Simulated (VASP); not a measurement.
Runs of VASP 6.6.1 on PbS. The structure is that of space group P-6m2 (No. 187), or close to it. The cells are those of the table. 

```tsv
cell	gap on the mesh (eV)	pressure (GPa)
a = 4.090, b = 4.090, c = 3.845 Å, angles 90.0, 90.0, 120.0°, 2 atoms	none	-3.8
a = 4.090, b = 4.090, c = 3.788 Å, angles 90.0, 90.0, 120.0°, 2 atoms	none	(b)
a = 4.090, b = 4.090, c = 3.675 Å, angles 90.0, 90.0, 120.0°, 2 atoms	none	-1.1
a = 4.090, b = 4.090, c = 3.731 Å, angles 90.0, 90.0, 120.0°, 2 atoms	none	-2.1
a = 4.090, b = 4.090, c = 3.902 Å, angles 90.0, 90.0, 120.0°, 2 atoms	none	(a)
```

Alike in all rows: task single point; level PBEsol; potentials or basis VASP PAW PBE potentials, release 64 (Pb_d, S); no spin polarisation; k mesh 6 × 6 × 6; cutoff (eV) 520; smearing gaussian 0.02 eV.

Problem. Fill in the values left out.

Solution. (a) -4.6; (b) -3.0.

Caveats: the PAW data sets were made with another functional, which shifts forces and pressure a little; spin-orbit coupling is left out, which moves the levels of the heavy elements.

A k mesh can miss the band edges, and the runs leave out spin-orbit coupling on Pb.

A gap of «none» marks levels without a gap at the run's occupations.
